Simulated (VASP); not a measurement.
Here is a VASP 6.6.1 calculation.

Contents of INCAR:

```
PREC = Accurate ; ENCUT = 520
EDIFF = 1E-6 ; ISMEAR = -1
SIGMA = 0.05 ; LREAL = F
LASPH = T ; NELM = 80
ALGO = Normal ; ISIF = 2
LWAVE = F ; LCHARG = F
GGA = PE ; NBANDS = 27
```

The input KPOINTS:

```
Automatic mesh
0
Gamma
  10 10 4
```

File POSCAR:

```
Ta3N
1.0
    3.0118728781      0.0000000000      0.0000000000
   -1.5059364391      2.6083584255      0.0000000000
    0.0000000000      0.0000000000      7.4736379147
Ta N
3 1
Direct
    0.6666666667      0.3333333333      0.8260700000
    0.3333333333      0.6666666667      0.1739300000
    0.0000000000      0.0000000000      0.5000000000
    0.0000000000      0.0000000000      0.0000000000
```

Potentials or basis: VASP PAW PBE potentials, release 64 (Ta_pv, N).

Command:

```console
$ cat potpaw_PBE.64/Ta_pv/POTCAR potpaw_PBE.64/N/POTCAR > POTCAR
$ mpirun -np 1 vasp_std > vasp.out
```

(1) What does it give for the largest force?

(2) Predict the band gap on the k mesh.

(3) Estimate the pressure.

Answers

(1) 0.045 eV/Å.

(2) zero (band 19 reaches 7.25 eV, above the bottom of band 20 at 6.57 eV).

(3) 4.8 GPa.

Caveat: spin-orbit coupling is left out, which moves the levels of the heavy elements.
